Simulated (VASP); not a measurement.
# Al (Fd-3m) in VASP: a series of runs

Runs on Al. Level: PBE. Tasks: relaxation of cell and atoms.

Program: VASP 6.6.1. These are calculated values, not measurements. Logs are shortened: lines on timing, memory, paths and dates and some standing lists are left out, and cuts for length are marked.

## Step 1: The cell of the first run

Symmetry: Fd-3m, No. 227, cubic system. Conventional cell: a = 3.869 Å, b = 3.869 Å, c = 3.869 Å, α = 90.00°, β = 90.00°, γ = 90.00°. Al (site symmetry -43m) has 4 Al at 1.68 Å within 2.2 Å.

This isn't the form of Al at room conditions, which is fcc.

## Step 2: Relaxation of cell and atoms, PBE, target pressure 400 GPa, at which the enthalpy is minimised

The input, INCAR:

```
  ALGO = Normal
  EDIFF = 1E-6
  EDIFFG = -0.005
  ENCUT = 600
  GGA = PE
  IBRION = 2
  ISIF = 3
  ISMEAR = -1
  LASPH = T
  LCHARG = F
  LREAL = F
  LWAVE = F
  NELM = 60
  NSW = 60
  PREC = Accurate
  PSTRESS = 4000.0
  SIGMA = 0.08
```

The input, KPOINTS:

```
k-points
0
Gamma
  16 16 16
```

The input, POSCAR:

```
Al
1.0
    0.0000000000      1.9343809846      1.9343809846
    1.9343809846      0.0000000000      1.9343809846
    1.9343809846      1.9343809846      0.0000000000
Al
2
Direct
   -0.1250000000     -0.1250000000     -0.1250000000
    0.1250000000      0.1250000000      0.1250000000
```

Potentials or basis: VASP PAW PBE potentials, release 64 (Al).

Command:

```bash
$ cat potpaw_PBE.64/Al/POTCAR > POTCAR
$ mpirun -np 1 vasp_std > vasp.out
```

OUTCAR:

```text
EDIFF = 1E-6
   EDIFFG = -0.005
   ENCUT = 600
   GGA = PE
   IBRION = 2
   ISIF = 3
   ISMEAR = -1
   LASPH = T
   LREAL = F
   NELM = 60
   NSW = 60
   PREC = Accurate
   PSTRESS = 4000.0

 ion  position               nearest neighbor table
   1  0.875  0.875  0.875-   2 1.68   2 1.68   2 1.68   2 1.68   2 3.21   2 3.21   2 3.21   2 3.21
                             2 3.21   2 3.21   2 3.21   2 3.21   2 3.21   2 3.21   2 3.21   2 3.21
   2  0.125  0.125  0.125-   1 1.68   1 1.68   1 1.68   1 1.68   1 3.21   1 3.21   1 3.21   1 3.21
                             1 3.21   1 3.21   1 3.21   1 3.21   1 3.21   1 3.21   1 3.21   1 3.21

 -----------------------------------------------------------------------------
|                                                                             |
|           W    W    AA    RRRRR   N    N  II  N    N   GGGG   !!!           |
|           W    W   A  A   R    R  NN   N  II  NN   N  G    G  !!!           |
|           W    W  A    A  R    R  N N  N  II  N N  N  G       !!!           |
|           W WW W  AAAAAA  RRRRR   N  N N  II  N  N N  G  GGG   !            |
|           WW  WW  A    A  R   R   N   NN  II  N   NN  G    G                |
|           W    W  A    A  R    R  N    N  II  N    N   GGGG   !!!           |
|                                                                             |
|     The distance between some ions is very small. Please check the          |
|     nearest-neighbor list in the OUTCAR file.                               |
|     I HOPE YOU KNOW WHAT YOU ARE DOING!                                     |
|                                                                             |
 -----------------------------------------------------------------------------

  LATTYP: Found a face centered cubic cell.
 ALAT       =     3.8687619692

  Lattice vectors:

 A1 = (   0.0000000000,   1.9343809846,   1.9343809846)
 A2 = (   1.9343809846,   0.0000000000,   1.9343809846)
 A3 = (   1.9343809846,   1.9343809846,   0.0000000000)

Analysis of symmetry for initial positions (statically):
=====================================================================
 Subroutine PRICEL returns:
 Original cell was already a primitive cell.

 Routine SETGRP: Setting up the symmetry group for a
 face centered cubic supercell.

 Subroutine GETGRP returns: Found 48 space group operations
 (whereof 12 operations were pure point group operations)
 out of a pool of 48 trial point group operations.

The static configuration has the point symmetry D_3d.
 The point group associated with its full space group is O_h .

Analysis of symmetry for dynamics (positions and initial velocities):
=====================================================================
 Subroutine PRICEL returns:
 Original cell was already a primitive cell.

 Routine SETGRP: Setting up the symmetry group for a
 face centered cubic supercell.

 Subroutine GETGRP returns: Found 48 space group operations
 (whereof 12 operations were pure point group operations)
 out of a pool of 48 trial point group operations.

The dynamic configuration has the point symmetry D_3d.
 The point group associated with its full space group is O_h .

 Subroutine INISYM returns: Found 48 space group operations
 (whereof 12 operations are pure point group operations),
 and found     1 'primitive' translations

----------------------------------------------------------------------------------------

                                     Primitive cell

  volume of cell :      14.4762

  direct lattice vectors                    reciprocal lattice vectors
     0.000000000  1.934380985  1.934380985    -0.258480622  0.258480622  0.258480622
     1.934380985  0.000000000  1.934380985     0.258480622 -0.258480622  0.258480622
     1.934380985  1.934380985  0.000000000     0.258480622  0.258480622 -0.258480622

  length of vectors
     2.735627823  2.735627823  2.735627823     0.447701570  0.447701570  0.447701570

  position of ions in fractional coordinates (direct lattice)
     0.875000000  0.875000000  0.875000000
     0.125000000  0.125000000  0.125000000

  ion indices of the primitive-cell ions
   primitive index   ion index
                 1           1
                 2           2

----------------------------------------------------------------------------------------

 KPOINTS: k-points

Automatic generation of k-mesh.
 Grid dimensions read from file:
 generate k-points for:   16   16   16

 Generating k-lattice:

  Cartesian coordinates                     Fractional coordinates (reciprocal lattice)
    -0.016155039  0.016155039  0.016155039     0.062500000  0.000000000  0.000000000
     0.016155039 -0.016155039  0.016155039     0.000000000  0.062500000  0.000000000
     0.016155039  0.016155039 -0.016155039     0.000000000  0.000000000  0.062500000

  Length of vectors
     0.027981348  0.027981348  0.027981348

  Shift w.r.t. Gamma in fractional coordinates (k-lattice)
     0.000000000  0.000000000  0.000000000

 Subroutine IBZKPT returns following result:
 ===========================================

 Found    145 irreducible k-points:

 Following reciprocal coordinates:
            Coordinates               Weight
  0.000000  0.000000  0.000000      1.000000
  0.062500  0.000000  0.000000      8.000000
  0.125000  0.000000  0.000000      8.000000
  0.187500  0.000000  0.000000      8.000000
  0.250000  0.000000  0.000000      8.000000
  0.312500  0.000000  0.000000      8.000000
[... 16 lines left out ...]
 -0.125000  0.062500  0.000000     24.000000
 -0.062500  0.062500  0.000000     12.000000
 [... further k-points ...]
   k-points           NKPTS =    145   k-points in BZ     NKDIM =    145   number of bands    NBANDS=      7
   number of dos      NEDOS =    301   number of ions     NIONS =      2
   total plane-waves  NPLWV =  13824
   dimension x,y,z NGX =    24 NGY =   24 NGZ =   24
   dimension x,y,z NGXF=    48 NGYF=   48 NGZF=   48
   ions per type =               2
   NGX,Y,Z   is equivalent  to a cutoff of  14.58, 14.58, 14.58 a.u.
   NGXF,Y,Z  is equivalent  to a cutoff of  29.17, 29.17, 29.17 a.u.
 SYSTEM =  unknown system
   PREC   = accura    normal or accurate (medium, high low for compatibility)
   ISTART =      0    job   : 0-new  1-cont  2-samecut
   ICHARG =      2    charge: 1-file 2-atom 10-const
   ISPIN  =      1    spin polarized calculation?
   LNONCOLLINEAR =      F non collinear calculations
   LSORBIT =      F    spin-orbit coupling
   LASPH  =      T    aspherical Exc in radial PAW
   ENCUT  =  600.0 eV  44.10 Ry    6.64 a.u.   5.46  5.46  5.46*2*pi/ulx,y,z
   NELM   =     60;   NELMIN=  2; NELMDL= -5     # of ELM steps
   EDIFF  = 0.1E-05   stopping-criterion for ELM
   LREAL  =      F    real-space projection
   EDIFFG = -.5E-02   stopping-criterion for IOM
   NSW    =     60    number of steps for IOM
   IBRION =      2    ionic relax: 0-MD 1-quasi-New 2-CG
   NFREE  =      1    steps in history (QN), initial steepest desc. (CG)
   ISIF   =      3    stress and relaxation
   ISYM   =      2    0-nonsym 1-usesym 2-fastsym
   POTIM  = 0.5000    time-step for ionic-motion
   TEBEG  =    0.0;   TEEND  =   0.0 temperature during run
   PSTRESS= 4000.0 pullay stress
   NELECT =       6.0000    total number of electrons
   NUPDOWN=      -1.0000    fix difference up-down
   EMIN   =  10.00;   EMAX   =-10.00  energy-range for DOS
   EFERMI =   0.00;   METHOD = LEGACY
   ISMEAR =    -1;   SIGMA  =   0.08  broadening in eV -4-tet -1-fermi 0-gaus
   EFERMI_NEDOS =   21; number of points for ismear=-14 and -15
   IALGO  =     38    algorithm
   IMIX   =      4    mixing-type and parameters
     AMIX     =   0.40;   BMIX     =  1.00
     AMIX_MAG =   1.60;   BMIX_MAG =  1.00
  volume/ion in A,a.u.               =       7.24        48.85
  Fermi-wavevector in a.u.,A,eV,Ry     =   1.220600  2.306599 20.270823  1.489863
  Thomas-Fermi vector in A             =   2.355811
   LORBIT       =      0    0 simple, 1 ext, 2 COOP (PROOUT), +10 PAW based schemes
   GGA     = PE    functional components
   LHFCALC =     F    Hartree Fock is set to
   AEXX    =    0.0000 exact exchange contribution
   IVDW    =     0    specifies the selected vdW correction
   LEPSILON=     F    determine dielectric tensor
   LRPA    =     F    only Hartree local field effects (RPA)
 conjugate gradient relaxation of ions
 non-spin polarized calculation
  energy-cutoff  :      600.00
  volume of cell :       14.48
 maximum number of plane-waves:       531
 NGX is ok and might be reduce to    24
   NGX = 11   NGY = 11   NGZ = 11

--------------------------------------- Ionic step        1  -------------------------------------------

 number of electron       6.0000000 magnetization

 Free energy of the ion-electron system (eV)
  ---------------------------------------------------
  ext. energy  EPLUGINS =         0.00000000
  ---------------------------------------------------
  free energy    TOTEN  =        19.42393122 eV

  energy without entropy =       19.43715933  energy(sigma->0) =       19.43054528

------------------------ aborting loop because EDIFF is reached ----------------------------------------

  FORCE on cell =-STRESS in cart. coord.  units (eV):
  Direction    XX          YY          ZZ          XY          YZ          ZX
  --------------------------------------------------------------------------------------
  -------------------------------------------------------------------------------------
  Total       50.0337929     50.0337929     50.0337929     -0.0000000     -0.0000000      0.0000000
  in kB     5537.5539511   5537.5539511   5537.5539511     -0.0000000     -0.0000000      0.0000000
  external PRESSURE =    1537.5539511 kB  Pullay stress =    4000.0000000 kB
[... 25 lines left out ...]
--------------------------------------- Ionic step        2  -------------------------------------------

 number of electron       6.0000000 magnetization

 E-fermi :   6.6105     XC(G=0):  -9.8087

 val. band max:        6.6056174385   @ k =  -0.3750   0.2500   0.1250
 cond. band min:       6.6146916450   @ k =   0.3750   0.3125   0.0625
 fundamental gap:      0.0090742065
 Fermi energy:         6.6105091695

 k-point     1 :       0.0000    0.0000    0.0000
  band No.  band energies     occupation
      1      -3.6687      2.00000
      2       9.7177      0.00000
      3       9.7177      0.00000
      4       9.7177      0.00000
      5      11.4980      0.00000
      6      11.4980      0.00000
      7      11.4980      0.00000
[... 301 lines left out ...]
  energy  without entropy=       10.5892820383  energy(sigma->0) =       10.58297927

  enthalpy is  TOTEN    =        54.8392797974 eV   P V=       44.2626032896

[... ionic steps 4 to 15 ...]

--------------------------------------- Ionic step       16  -------------------------------------------

 number of electron       6.0000000 magnetization

------------------------ aborting loop because EDIFF is reached ----------------------------------------
[... 71 lines left out ...]
--------------------------------------- Ionic step       18  -------------------------------------------

 number of electron       6.0000000 magnetization

 Free energy of the ion-electron system (eV)
  ---------------------------------------------------
  ext. energy  EPLUGINS =         0.00000000
  ---------------------------------------------------
  free energy    TOTEN  =        13.18488634 eV

  energy without entropy =       13.19796265  energy(sigma->0) =       13.19142450

 E-fermi :  17.1488     XC(G=0): -12.9247

 val. band max:       17.1428837880   @ k =   0.5000   0.3125   0.0000
 cond. band min:      17.1658206539   @ k =  -0.4375   0.1875   0.0625
 fundamental gap:      0.0229368659
 Fermi energy:        17.1488438472

 k-point     1 :       0.0000    0.0000    0.0000
  band No.  band energies     occupation
      1       1.1211      2.00000
      2      22.3270      0.00000
      3      22.3270      0.00000
      4      22.3270      0.00000
      5      23.5595      0.00000
      6      23.5595      0.00000
      7      23.5595      0.00000
[... 263 lines left out ...]
  energy  without entropy=       13.1979626524  energy(sigma->0) =       13.19142450

  enthalpy is  TOTEN    =        54.6182521663 eV   P V=       41.4333658233

 reached required accuracy - stopping structural energy minimisation
```

Wall time 2 min (1 thread of Intel Xeon 8259CL, shared host); peak memory 0.15 GiB.

Results:

```yaml
Free_energy: 13.1849 eV
Relaxed_volume: 8.30 Å³/atom
Relaxed_cell: a = 2.863 Å, b = 2.863 Å, c = 2.863 Å, α = 60.00°, β = 60.00°, γ = 60.00°
Space_group_after_relaxing_to_0.1_Å: Fd-3m (No. 227)
Energy_change_on_relaxing_the_run_minimises_the_enthalpy: -3119.5 meV/atom
Ionic_steps: 18
Pressure_after_relaxing: 400.0 GPa
Band_gap_on_the_k_mesh: zero (bands 3 and 4 overlap by 10.28 eV)
```

The path:
```
step  energy change (eV)  largest force (eV/Å)  pressure (GPa)  volume (Å³)
   1              0.0000                0.0000          553.76        14.48
   2            -23.4545                0.0000           44.52        34.45
   3             -8.8473                0.0000          339.58        17.73
   4             -6.3088                0.0000          398.35        16.62
   5             -6.1968                0.0000          400.99        16.58
   6             -6.1987                0.0000          400.95        16.58
   7             -6.2043                0.0000          400.82        16.58
   8             -6.2044                0.0000          400.82        16.58
   9             -6.2044                0.0000          400.81        16.58
  10             -6.2046                0.0000          400.81        16.58
  11             -6.2049                0.0000          400.80        16.58
  12             -6.2056                0.0000          400.79        16.58
  13             -6.2069                0.0000          400.76        16.58
  14             -6.2095                0.0000          400.70        16.58
  15             -6.2147                0.0000          400.58        16.59
  16             -6.2252                0.0000          400.33        16.59
  17             -6.2460                0.0000          399.83        16.60
  18             -6.2390                0.0000          399.99        16.60
```

Final structure:
```cif
data_structure
_symmetry_space_group_name_H-M 'P 1'
_symmetry_Int_Tables_number 1
_cell_length_a 2.8631
_cell_length_b 2.8631
_cell_length_c 2.8631
_cell_angle_alpha 60.000
_cell_angle_beta 60.000
_cell_angle_gamma 60.000
_cell_volume 16.60
loop_
_atom_site_label
_atom_site_type_symbol
_atom_site_fract_x
_atom_site_fract_y
_atom_site_fract_z
_atom_site_occupancy
Al1 Al 0.87500 0.87500 0.87500 1
Al2 Al 0.12500 0.12500 0.12500 1
```

Caveat: the cell is relaxed towards a set pressure, so the run minimises the enthalpy, not the energy.

## Step 3: Relaxation of cell and atoms, PBE, target pressure 400 GPa, at which the enthalpy is minimised

This run uses another cell than the first one, of 8.30 Å³/atom.

The input, INCAR:

```
SYSTEM = Al
  PREC = Accurate
  ENCUT = 600
  EDIFF = 1E-6
  ISMEAR = -1
  SIGMA = 0.08
  LREAL = .FALSE.
  LASPH = .TRUE.
  NELM = 60
  ALGO = Normal
  ISIF = 3
  LWAVE = .FALSE.
  LCHARG = .FALSE.
  GGA = PE
  IBRION = 2
  NSW = 32
  EDIFFG = -0.005
  PSTRESS = 4000.0
```

The input, KPOINTS:

```
Automatic mesh
0
G
  16 16 16
  0 0 0
```

The input, POSCAR:

```
Al
1.0
    0.0000000000      2.0244647032      2.0244647032
    2.0244647032      0.0000000000      2.0244647032
    2.0244647032      2.0244647032      0.0000000000
Al
2
Direct
   -0.1250000000     -0.1250000000     -0.1250000000
    0.1250000000      0.1250000000      0.1250000000
```

Potentials or basis: VASP PAW PBE potentials, release 64 (Al).

Command:

```bash
$ cat potpaw_PBE.64/Al/POTCAR > POTCAR
$ mpirun -np 1 vasp_std > vasp.out
```

Run time: 29 s. Hardware: 1 thread of Intel Xeon 8259CL, shared host; peak memory 0.14 GiB.

Results (log left out):

| Property | Result |
| --- | --- |
| Free energy | 13.1881 eV |
| Pressure after relaxing | 400.1 GPa |
| Band gap on the k mesh | zero (bands 3 and 4 overlap by 10.28 eV) |

Final structure:
```
Al
1.0
     0.00000    2.02446    2.02446
     2.02446    0.00000    2.02446
     2.02446    2.02446    0.00000
Al
2
Cartesian
  3.5428 3.5428 3.5428
  0.5061 0.5061 0.5061
```

Levels at points of the mesh, in eV from the Fermi level:
```
           k point  band 1  band 2  band 3  band 4  band 5  band 6  band 7
(0.00, 0.00, 0.00)  -16.03    5.18    5.18    5.18    6.41    6.41    6.41
(0.50, 0.00, 0.00)   -9.75   -9.38    4.08    4.08    4.20    4.20    9.85
(0.50, 0.50, 0.00)   -7.59   -7.59   -0.67   -0.67    1.34    1.34   17.65
```

Caveat: the relaxation stopped at its first step, so nothing moved; the cell is relaxed towards a set pressure, so the run minimises the enthalpy, not the energy.
